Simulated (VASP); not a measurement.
# KBr (Fm-3m) in VASP: notebook, part 2 of 2

VASP 6.6.1.

## 3. Single point, PBE (volume changed by -6%)

Input file INCAR:

```
SYSTEM = KBr
PREC     = Accurate       ! precision mode
ENCUT    = 520            ! plane-wave cutoff, eV
EDIFF    = 1E-6           ! SCF threshold, eV
ISMEAR   = 0              ! smearing method
SIGMA    = 0.01           ! smearing width, eV
LREAL    = .False.        ! projectors in reciprocal space
LASPH    = .True.         ! aspherical terms in the spheres
NELM     = 100            ! most SCF steps
ALGO     = Normal         ! electronic algorithm
ISIF     = 2              ! what is computed and relaxed
LWAVE    = .False.        ! write WAVECAR
LCHARG   = .True.         ! write CHGCAR
GGA      = PE             ! functional
LELF     = .True.         ! ELF
LVHAR    = .True.       
NBANDS   = 15             ! bands
```

Input file KPOINTS:

```
regular mesh
0
Gamma
  6 6 6
  0 0 0
```

Input file POSCAR:

```
KBr
1.0
    0.0000000000      3.2820522314      3.2820522314
    3.2820522314      0.0000000000      3.2820522314
    3.2820522314      3.2820522314      0.0000000000
K Br
1 1
Direct
    0.0000000000      0.0000000000      0.0000000000
    0.5000000000      0.5000000000      0.5000000000
```

Potentials or basis: VASP PAW PBE potentials, release 64 (K_sv, Br).

The run is started by

```
cat potpaw_PBE.64/K_sv/POTCAR potpaw_PBE.64/Br/POTCAR > POTCAR
mpirun -np 1 vasp_std > vasp.out
```

OUTCAR:

```text
SYSTEM = KBr
   PREC = Accurate
   ENCUT = 520
   EDIFF = 1E-6
   ISMEAR = 0
   LREAL = .False.
   LASPH = .True.
   NELM = 100
   ISIF = 2
   GGA = PE

 ion  position               nearest neighbor table
   1  0.000  0.000  0.000-   2 3.28   2 3.28   2 3.28   2 3.28   2 3.28   2 3.28
   2  0.500  0.500  0.500-   1 3.28   1 3.28   1 3.28   1 3.28   1 3.28   1 3.28

  LATTYP: Found a face centered cubic cell.
 ALAT       =     6.5641044628

  Lattice vectors:

 A1 = (   0.0000000000,   3.2820522314,   3.2820522314)
 A2 = (   3.2820522314,   0.0000000000,   3.2820522314)
 A3 = (   3.2820522314,   3.2820522314,   0.0000000000)

Analysis of symmetry for initial positions (statically):
=====================================================================
 Subroutine PRICEL returns:
 Original cell was already a primitive cell.

 Routine SETGRP: Setting up the symmetry group for a
 face centered cubic supercell.

 Subroutine GETGRP returns: Found 48 space group operations
 (whereof 48 operations were pure point group operations)
 out of a pool of 48 trial point group operations.

The static configuration has the point symmetry O_h .

Analysis of symmetry for dynamics (positions and initial velocities):
[... 169 lines left out ...]
     10       5.9322      0.00000
     11       5.9322      0.00000
     12       5.9322      0.00000
     13       6.7658      0.00000
     14       6.7658      0.00000
[... 257 lines left out ...]
      2     -13.9618      2.00000
      3     -12.9821      2.00000
      4     -12.9529      2.00000
      5     -12.8330      2.00000
      6      -2.3980      2.00000
      7      -2.1655      2.00000
      8      -2.1335      2.00000
      9       4.9191      0.00000
     10       6.3147      0.00000
     11       6.6636      0.00000
     12       7.6298      0.00000
     13       8.3699      0.00000
     14       9.1726      0.00000
     15       9.7265      0.00000

------------------------ aborting loop because EDIFF is reached ----------------------------------------

  FORCE on cell =-STRESS in cart. coord.  units (eV):
  Direction    XX          YY          ZZ          XY          YZ          ZX
  --------------------------------------------------------------------------------------
  -------------------------------------------------------------------------------------
  Total        0.4610092      0.4610092      0.4610092      0.0000000     -0.0000000      0.0000000
  in kB       10.4460882     10.4460882     10.4460882      0.0000000     -0.0000000      0.0000000
  external PRESSURE =      10.4460882 kB  Pullay stress =       0.0000000 kB

 VOLUME and BASIS-vectors are now :
 -----------------------------------------------------------------------------
  energy-cutoff  :      520.00
  volume of cell :       70.71
      direct lattice vectors                 reciprocal lattice vectors
     0.000000000  3.282052231  3.282052231    -0.152343706  0.152343706  0.152343706
     3.282052231  0.000000000  3.282052231     0.152343706 -0.152343706  0.152343706
     3.282052231  3.282052231  0.000000000     0.152343706  0.152343706 -0.152343706

 POSITION                                       TOTAL-FORCE (eV/Angst)
 -----------------------------------------------------------------------------------
      0.00000      0.00000      0.00000         0.000000      0.000000      0.000000
      3.28205      3.28205      3.28205        -0.000000     -0.000000     -0.000000
 -----------------------------------------------------------------------------------
    total drift:                                0.000000      0.000000      0.000000

  FREE ENERGIE OF THE ION-ELECTRON SYSTEM (eV)
  ---------------------------------------------------
  free  energy   TOTEN  =        -6.2084313553 eV

  energy  without entropy=       -6.2084313553  energy(sigma->0) =       -6.20843136
```

OSZICAR:

```text
N       E                     dE             d eps       ncg     rms          rms(c)
DAV:   1     0.101211492888E+03    0.10121E+03   -0.69381E+03   480   0.939E+02
DAV:   2     0.390781340511E-01   -0.10117E+03   -0.94624E+02   627   0.229E+02
DAV:   3    -0.615608993385E+01   -0.61952E+01   -0.61656E+01   643   0.506E+01
DAV:   4    -0.637471325601E+01   -0.21862E+00   -0.21859E+00   742   0.820E+00
DAV:   5    -0.637759704587E+01   -0.28838E-02   -0.28838E-02   643   0.883E-01    0.320E+00
DAV:   6    -0.620933035207E+01    0.16827E+00   -0.21269E-01   599   0.224E+00    0.234E+00
DAV:   7    -0.619866908703E+01    0.10661E-01   -0.10649E-01   648   0.176E+00    0.104E+00
DAV:   8    -0.620735586970E+01   -0.86868E-02   -0.11551E-02   554   0.790E-01    0.115E-01
DAV:   9    -0.620813325141E+01   -0.77738E-03   -0.78250E-04   627   0.172E-01    0.759E-02
DAV:  10    -0.620841146129E+01   -0.27821E-03   -0.27304E-04   522   0.959E-02    0.109E-02
DAV:  11    -0.620842975919E+01   -0.18298E-04   -0.26898E-05   608   0.300E-02    0.612E-03
DAV:  12    -0.620843125581E+01   -0.14966E-05   -0.40028E-06   500   0.132E-02    0.141E-03
DAV:  13    -0.620843135525E+01   -0.99445E-07   -0.95996E-08   527   0.180E-03
   1 F= -.62084314E+01 E0= -.62084314E+01  d E =-.105293E-18
```

stdout:

```text
POSCAR found type information on POSCAR K Br
 POSCAR found :  2 types and       2 ions
 scaLAPACK will be used
 LDA part: xc-table for (Slater+PW92), standard interpolation
 POSCAR, INCAR and KPOINTS ok, starting setup
 FFT: planning ... GRIDC
 FFT: planning ... GRID_SOFT
 FFT: planning ... GRID
 WAVECAR not read
 entering main loop
```

Wall time 71 s (1 thread of AMD EPYC 7R13, shared host); peak memory 0.17 GiB.

What came out:

* Free energy: -6.2084 eV
* Pressure: 1.0 GPa
* Band gap on the k mesh: 4.48 eV, direct

Levels at points of the mesh, in eV from the valence-band top:
```tsv
k point	band 4	band 5	band 6	band 7	band 8	band 9	band 10	band 11	band 12	band 13
(0.00, 0.00, 0.00)	-11.23	-11.23	0.00	0.00	0.00	4.48	7.61	7.61	7.61	8.44
(0.50, 0.00, 0.00)	-11.23	-10.97	-1.21	-0.35	-0.35	6.63	8.30	9.81	9.81	10.13
(0.50, 0.50, 0.00)	-11.26	-11.26	-0.83	-0.29	-0.29	5.85	7.26	9.39	9.60	9.73
```

## 4. Single point, PBE (volume changed by -3%)

Input file INCAR:

```
ALGO = Normal
EDIFF = 1E-6
ENCUT = 520
GGA = PE
ISIF = 2
ISMEAR = 0
LASPH = True
LCHARG = False
LREAL = False
LWAVE = False
NBANDS = 15
NELM = 100
PREC = Accurate
SIGMA = 0.01
```

Input file KPOINTS:

```
k-points
0
Gamma
  6 6 6
```

Input file POSCAR:

```
KBr
1.0
    0.0000000000      3.3166026886      3.3166026886
    3.3166026886      0.0000000000      3.3166026886
    3.3166026886      3.3166026886      0.0000000000
K Br
1 1
Direct
    0.0000000000      0.0000000000      0.0000000000
    0.5000000000      0.5000000000      0.5000000000
```

The run is started by

```
cat potpaw_PBE.64/K_sv/POTCAR potpaw_PBE.64/Br/POTCAR > POTCAR
mpirun -np 1 vasp_std > vasp.out
```

It took 60 s on 1 thread of AMD EPYC 7R13, shared host; peak memory 0.18 GiB.

Results (log left out):

| Property | Result |
| --- | --- |
| Free energy | -6.2195 eV |
| Pressure | 0.5 GPa |
| Band gap on the k mesh | 4.39 eV, direct |

Levels at points of the mesh, in eV from the valence-band top:
| k point | band 6 | band 7 | band 8 | band 9 | band 10 | band 11 |
| --- | --- | --- | --- | --- | --- | --- |
| (0.00, 0.00, 0.00) | 0.00 | 0.00 | 0.00 | 4.39 | 7.60 | 7.60 |
| (0.50, 0.00, 0.00) | -1.15 | -0.32 | -0.32 | 6.56 | 8.18 | 9.72 |
| (0.50, 0.50, 0.00) | -0.80 | -0.28 | -0.28 | 5.88 | 7.14 | 9.34 |

## 5. The runs side by side

```tsv
cell	gap on the mesh (eV)	pressure (GPa)
a = 4.670 Å, angles 60.0°, 2 atoms	4.43	0.7
a = 4.642 Å, angles 60.0°, 2 atoms	4.48	1.0
a = 4.690 Å, angles 60.0°, 2 atoms	4.39	0.5
```

Alike in all rows: task single point; level PBE; potentials or basis VASP PAW PBE potentials, release 64 (K_sv, Br); no spin polarisation; k mesh 6 × 6 × 6; cutoff (eV) 520; smearing gaussian 0.01 eV.

Total energies depend on the potentials used, so only differences within one code and one set of settings carry meaning.
